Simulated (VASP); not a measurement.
# CdS (P3m1) in VASP: a series of runs, part 2 of 2

VASP 6.6.1. The steps go on from the part before.

### Step 3. Single point, PBEsol

Contents of INCAR:

```
SYSTEM = CdS
ALGO     = Normal         ! electronic algorithm
EDIFF    = 1E-6           ! SCF threshold, eV
ENCUT    = 520            ! plane-wave cutoff, eV
GGA      = PS             ! functional
ISIF     = 2              ! what is computed and relaxed
ISMEAR   = 0              ! smearing method
LASPH    = .TRUE.         ! aspherical terms in the spheres
LCHARG   = .FALSE.        ! write CHGCAR
LREAL    = .FALSE.        ! projectors in reciprocal space
LWAVE    = .FALSE.        ! write WAVECAR
NBANDS   = 16             ! bands
NELM     = 80             ! most SCF steps
PREC     = Accurate       ! precision mode
SIGMA    = 0.01           ! smearing width, eV
```

Contents of KPOINTS:

```
k-points
0
G
  12 12 6
  0 0 0
```

Contents of POSCAR:

```
CdS
1.0
    4.2611700000      0.0000000000      0.0000000000
   -2.1305850000      3.6902810000      0.0000000000
    0.0000000000      0.0000000000      5.8041730000
Cd S
1 1
Direct
    0.0000000000      0.0000000000      0.4426920000
    0.6666666667      0.3333333333      0.4343080000
```

Potentials or basis: VASP PAW PBE potentials, release 64 (Cd, S).

Launch:

```sh
> cat potpaw_PBE.64/Cd/POTCAR potpaw_PBE.64/S/POTCAR > POTCAR
> mpirun -np 1 vasp_std > vasp.out
```

OUTCAR:

```text
SYSTEM = CdS
   EDIFF = 1E-6
   ENCUT = 520
   GGA = PS
   ISIF = 2
   ISMEAR = 0
   LASPH = .TRUE.
   LREAL = .FALSE.
   NELM = 80
   PREC = Accurate

 ion  position               nearest neighbor table
   1  0.000  0.000  0.443-   2 2.46   2 2.46   2 2.46
   2  0.667  0.333  0.434-   1 2.46   1 2.46   1 2.46

  LATTYP: Found a hexagonal cell.
 ALAT       =     4.2611700000
 C/A-ratio  =     1.3621078248

  Lattice vectors:

 A1 = (   4.2611700000,   0.0000000000,   0.0000000000)
 A2 = (  -2.1305850000,   3.6902810000,   0.0000000000)
 A3 = (   0.0000000000,   0.0000000000,   5.8041730000)

Analysis of symmetry for initial positions (statically):
=====================================================================
 Subroutine PRICEL returns:
 Original cell was already a primitive cell.

 Routine SETGRP: Setting up the symmetry group for a
 hexagonal supercell.

 Subroutine GETGRP returns: Found  6 space group operations
 (whereof  6 operations were pure point group operations)
 out of a pool of 24 trial point group operations.

The static configuration has the point symmetry C_3v.

Analysis of symmetry for dynamics (positions and initial velocities):
=====================================================================
 Subroutine PRICEL returns:
 Original cell was already a primitive cell.

 Routine SETGRP: Setting up the symmetry group for a
 hexagonal supercell.

 Subroutine GETGRP returns: Found  6 space group operations
 (whereof  6 operations were pure point group operations)
 out of a pool of 24 trial point group operations.

The dynamic configuration has the point symmetry C_3v.

 Subroutine INISYM returns: Found  6 space group operations
 (whereof  6 operations are pure point group operations),
 and found     1 'primitive' translations

----------------------------------------------------------------------------------------

                                     Primitive cell

  volume of cell :      91.2701

  direct lattice vectors                    reciprocal lattice vectors
     4.261170000  0.000000000  0.000000000     0.234677330  0.135491037  0.000000000
    -2.130585000  3.690281000  0.000000000     0.000000000  0.270982074  0.000000000
     0.000000000  0.000000000  5.804173000     0.000000000  0.000000000  0.172289834

  length of vectors
     4.261170000  4.261169593  5.804173000     0.270982048  0.270982074  0.172289834

  position of ions in fractional coordinates (direct lattice)
     0.000000000  0.000000000  0.442692000
     0.666666667  0.333333333  0.434308000

  ion indices of the primitive-cell ions
   primitive index   ion index
                 1           1
                 2           2

----------------------------------------------------------------------------------------

 KPOINTS: k-points

Automatic generation of k-mesh.
 Grid dimensions read from file:
 generate k-points for:   12   12    6

 Generating k-lattice:

  Cartesian coordinates                     Fractional coordinates (reciprocal lattice)
     0.019556444  0.011290920  0.000000000     0.083333333  0.000000000  0.000000000
     0.000000000  0.022581840  0.000000000     0.000000000  0.083333333  0.000000000
     0.000000000  0.000000000  0.028714972     0.000000000  0.000000000  0.166666667

  Length of vectors
     0.022581837  0.022581840  0.028714972

  Shift w.r.t. Gamma in fractional coordinates (k-lattice)
     0.000000000  0.000000000  0.000000000

 Subroutine IBZKPT returns following result:
 ===========================================

 Found    100 irreducible k-points:

 Following reciprocal coordinates:
            Coordinates               Weight
  0.000000  0.000000  0.000000      1.000000
  0.083333  0.000000  0.000000      6.000000
  0.166667 -0.000000  0.000000      6.000000
  0.250000  0.000000  0.000000      6.000000
  0.333333  0.000000  0.000000      6.000000
  0.416667  0.000000  0.000000      6.000000
[... 16 lines left out ...]
  0.166667 -0.000000  0.166667      6.000000
  0.000000  0.166667  0.166667      6.000000
 [... further k-points ...]
   k-points           NKPTS =    100   k-points in BZ     NKDIM =    100   number of bands    NBANDS=     16
   number of dos      NEDOS =    301   number of ions     NIONS =      2
   total plane-waves  NPLWV =  49152
   dimension x,y,z NGX =    32 NGY =   32 NGZ =   48
   dimension x,y,z NGXF=    64 NGYF=   64 NGZF=   96
   ions per type =               1   1
   NGX,Y,Z   is equivalent  to a cutoff of  12.48, 12.48, 13.75 a.u.
   NGXF,Y,Z  is equivalent  to a cutoff of  24.97, 24.97, 27.50 a.u.
 SYSTEM =  CdS
   PREC   = accura    normal or accurate (medium, high low for compatibility)
   ISTART =      0    job   : 0-new  1-cont  2-samecut
   ICHARG =      2    charge: 1-file 2-atom 10-const
   ISPIN  =      1    spin polarized calculation?
   LNONCOLLINEAR =      F non collinear calculations
   LSORBIT =      F    spin-orbit coupling
   LASPH  =      T    aspherical Exc in radial PAW
   ENCUT  =  520.0 eV  38.22 Ry    6.18 a.u.   7.92  7.92 10.79*2*pi/ulx,y,z
   NELM   =     80;   NELMIN=  2; NELMDL= -5     # of ELM steps
   EDIFF  = 0.1E-05   stopping-criterion for ELM
   LREAL  =      F    real-space projection
   EDIFFG = 0.1E-04   stopping-criterion for IOM
   NSW    =      0    number of steps for IOM
   IBRION =     -1    ionic relax: 0-MD 1-quasi-New 2-CG
   NFREE  =      0    steps in history (QN), initial steepest desc. (CG)
   ISIF   =      2    stress and relaxation
   ISYM   =      2    0-nonsym 1-usesym 2-fastsym
   POTIM  = 0.5000    time-step for ionic-motion
   TEBEG  =    0.0;   TEEND  =   0.0 temperature during run
   PSTRESS=    0.0 pullay stress
   NELECT =      18.0000    total number of electrons
   NUPDOWN=      -1.0000    fix difference up-down
   EMIN   =  10.00;   EMAX   =-10.00  energy-range for DOS
   EFERMI =   0.00;   METHOD = LEGACY
   ISMEAR =     0;   SIGMA  =   0.01  broadening in eV -4-tet -1-fermi 0-gaus
   EFERMI_NEDOS =   21; number of points for ismear=-14 and -15
   IALGO  =     38    algorithm
   IMIX   =      4    mixing-type and parameters
     AMIX     =   0.40;   BMIX     =  1.00
     AMIX_MAG =   1.60;   BMIX_MAG =  1.00
  volume/ion in A,a.u.               =      45.64       307.96
  Fermi-wavevector in a.u.,A,eV,Ry     =   0.952919  1.800756 12.354841  0.908055
  Thomas-Fermi vector in A             =   2.081527
   LORBIT       =      0    0 simple, 1 ext, 2 COOP (PROOUT), +10 PAW based schemes
   GGA     = PS    functional components
   LHFCALC =     F    Hartree Fock is set to
   AEXX    =    0.0000 exact exchange contribution
   IVDW    =     0    specifies the selected vdW correction
   LEPSILON=     F    determine dielectric tensor
   LRPA    =     F    only Hartree local field effects (RPA)
 non-spin polarized calculation
 Gauss-broadening in eV      SIGMA  =   0.01
  energy-cutoff  :      520.00
  volume of cell :       91.27
 maximum number of plane-waves:      2490
   NGX = 15   NGY = 15   NGZ = 21

 number of electron      18.0000002 magnetization

 Free energy of the ion-electron system (eV)
  ---------------------------------------------------
  ext. energy  EPLUGINS =         0.00000000
  ---------------------------------------------------
  free energy    TOTEN  =        -6.17487379 eV

  energy without entropy =       -6.17487379  energy(sigma->0) =       -6.17487379

 E-fermi :  -2.1211     XC(G=0):  -6.1875

 val. band max:       -2.2026784455   @ k =   0.0000   0.0000   0.5000
 cond. band min:      -0.7819980336   @ k =   0.0000   0.0000   0.0000
 fundamental gap:      1.4206804119
 Fermi energy:        -2.1211050619

 k-point     1 :       0.0000    0.0000    0.0000
  band No.  band energies     occupation
      1     -13.8046      2.00000
      2      -9.8414      2.00000
      3      -9.8414      2.00000
      4      -9.3176      2.00000
      5      -9.3176      2.00000
      6      -9.1050      2.00000
[... 8 lines left out ...]
     15       8.6835      0.00000
     16       9.5004      0.00000
[... 419 lines left out ...]
 k-point    24 :       0.0000    0.1667    0.1667
  band No.  band energies     occupation
      1     -13.7189      2.00000
      2      -9.8004      2.00000
      3      -9.7719      2.00000
      4      -9.3463      2.00000
      5      -9.3217      2.00000
      6      -9.0752      2.00000
[... 8 lines left out ...]
     15       9.0111      0.00000
     16       9.0452      0.00000

 [... further k-points ...]

------------------------ aborting loop because EDIFF is reached ----------------------------------------

  FORCE on cell =-STRESS in cart. coord.  units (eV):
  Direction    XX          YY          ZZ          XY          YZ          ZX
  --------------------------------------------------------------------------------------
  -------------------------------------------------------------------------------------
  Total       -1.1036151     -1.1036148     -0.0054664     -0.0000000      0.0000000      0.0000000
  in kB      -19.3731193    -19.3731144     -0.0959577     -0.0000000      0.0000000      0.0000000
  external PRESSURE =     -12.9473971 kB  Pullay stress =       0.0000000 kB

 VOLUME and BASIS-vectors are now :
 -----------------------------------------------------------------------------
  energy-cutoff  :      520.00
  volume of cell :       91.27
      direct lattice vectors                 reciprocal lattice vectors
     4.261170000  0.000000000  0.000000000     0.234677330  0.135491037  0.000000000
    -2.130585000  3.690281000  0.000000000     0.000000000  0.270982074  0.000000000
     0.000000000  0.000000000  5.804173000     0.000000000  0.000000000  0.172289834

 POSITION                                       TOTAL-FORCE (eV/Angst)
 -----------------------------------------------------------------------------------
      0.00000      0.00000      2.56946         0.000000      0.000000     -0.014532
      2.13059      1.23009      2.52080        -0.000000     -0.000000      0.014532
 -----------------------------------------------------------------------------------
    total drift:                                0.000001      0.000005      0.000035

  FREE ENERGIE OF THE ION-ELECTRON SYSTEM (eV)
  ---------------------------------------------------
  free  energy   TOTEN  =        -6.1748737941 eV

  energy  without entropy=       -6.1748737941  energy(sigma->0) =       -6.17487379
```

Wall time 3 min (1 thread of AMD EPYC 7R43 (Zen 3), shared host); peak memory 0.26 GiB.

What came out:

```
Free energy            : -6.1749 eV
Pressure               : -1.3 GPa
Largest force          : 0.015 eV/Å
Band gap on the k mesh : 1.42 eV, indirect (the least direct gap lies 4.2 meV higher)
```

Forces on the atoms (eV/Å):
```
Cd   0.000  0.000 -0.015
S    0.000  0.000  0.015
```

Stress tensor (GPa, compression positive):
```
-1.94  0.00  0.00
 0.00 -1.94  0.00
 0.00  0.00 -0.01
```

Caveat: the PAW data sets were made with another functional, which shifts forces and pressure a little.
